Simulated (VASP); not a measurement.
Input of a VASP 6.6.1 run:

Contents of POSCAR:

```
B18N19
1.0
    7.5056650000      0.0000000000      0.0000000000
   -3.7528330000      6.5000970000      0.0000000000
    0.0000000000      0.0000000000      6.8546160000
B N
18 19
Direct
   -0.0247405359     -0.0172920496      0.7172538914
    0.0142041432      0.0526299838      0.2538289526
   -0.0375349515      0.3096261487      0.6990180048
    0.0017429249      0.3632407332      0.2397362595
   -0.0290127165      0.6405135185      0.7548344065
   -0.0183641105      0.6979434307      0.2552732349
    0.3216180773     -0.0319072162      0.7778845671
    0.3458079407      0.0413070759      0.2975221369
    0.3133659402      0.2951955948      0.7437469874
    0.3272833063      0.3691021842      0.2149792198
    0.3137499169      0.6335751605      0.7727201640
    0.3285353640      0.6922973611      0.2432521384
    0.6446690106     -0.0178612719      0.7439804068
    0.6575633186      0.0179997314      0.2321355419
    0.6477128874      0.3173644947      0.7670743336
    0.6828065171      0.3689791091      0.2287363727
    0.6559769916      0.6569286581      0.7211344881
    0.6591659131      0.6875282015      0.2230175987
    0.2304358776      0.1459362837      0.2527056220
    0.0963272472      0.2119199144      0.7042845288
    0.2164270231      0.4743159987      0.2246077680
    0.0910503143      0.5542994205      0.7233519719
    0.2342440309      0.8183570184      0.2417495014
    0.1080275302      0.8874944482      0.7556659629
    0.5780393700      0.1691974751      0.1404017380
    0.4249542236      0.1864895247      0.7790662526
    0.5567614897      0.4763775064      0.2029873008
    0.4290184874      0.5109923744      0.7382616327
    0.5369928892      0.8006188215      0.2302973646
    0.4455897063      0.8604025448      0.8029625584
    0.8707627259      0.1327672495      0.2588912348
    0.7558650667      0.1955509279      0.7437032213
    0.9002640645      0.4804851374      0.2666816055
    0.7797096394      0.5584685890      0.7846245508
    0.8911221415      0.8278184156      0.2467534286
    0.7561243391      0.8699870171      0.7030590773
    0.5544859875      0.1625668048      0.3702468526
```

Contents of INCAR.step1:

```
SYSTEM = B18N19
PREC = Accurate ; ENCUT = 520
ISMEAR = -1 ; SIGMA = 0.02
LREAL = Auto ; LASPH = .TRUE.
NELM = 150 ; ISPIN = 2
MAGMOM = 0 0 0 0 0 0 0 0 0 0 0 0 0 0 0 0 0 0 0 0 0 0 0 0 0 0 0 0 0 0 0 0 0 0 0 0 1 ; NBANDS = 102
GGA = PE ; ALGO = Normal
EDIFF = 1E-4 ; LWAVE = .TRUE.
LCHARG = .FALSE.
```

Contents of INCAR.step2:

```
SYSTEM = B18N19
PREC = Accurate ; ENCUT = 520
EDIFF = 1E-6 ; ISMEAR = -1
SIGMA = 0.02 ; LREAL = Auto
LASPH = .TRUE. ; NELM = 150
ALGO = Normal ; ISIF = 2
LWAVE = .FALSE. ; LCHARG = .TRUE.
ISPIN = 2 ; MAGMOM = 0 0 0 0 0 0 0 0 0 0 0 0 0 0 0 0 0 0 0 0 0 0 0 0 0 0 0 0 0 0 0 0 0 0 0 0 1
LORBIT = 11 ; METAGGA = R2SCAN
LMIXTAU = .TRUE. ; IVDW = 12
LELF = .TRUE. ; LVHAR = .TRUE.
VDW_S6 = 1.0 ; VDW_S8 = 0.78981345
VDW_A1 = 0.49484001 ; VDW_A2 = 5.73083694
NBANDS = 102 ; ISTART = 1
```

The input KPOINTS:

```
regular mesh
0
G
  2 2 1
  0 0 0
```

Potentials or basis: VASP PAW PBE potentials, release 64 (B, N).

Run with:

```console
$ cat potpaw_PBE.64/B/POTCAR potpaw_PBE.64/N/POTCAR > POTCAR
$ cp INCAR.step1 INCAR
$ mpirun -np 1 vasp_std > vasp.out
$ cp INCAR.step2 INCAR
$ mpirun -np 1 vasp_std > vasp.out
```

(1) Estimate the largest force.

(2) Estimate the net moment.

Answers

(1) 11.131 eV/Å.

(2) 1.00 μB per cell.

Caveat: the k points lie up to 0.92 Å⁻¹ apart, too coarse for converged energies, forces and pressures; the atoms stand as in a frame of molecular dynamics; the PAW data sets were made with another functional, which shifts forces and pressure a little.
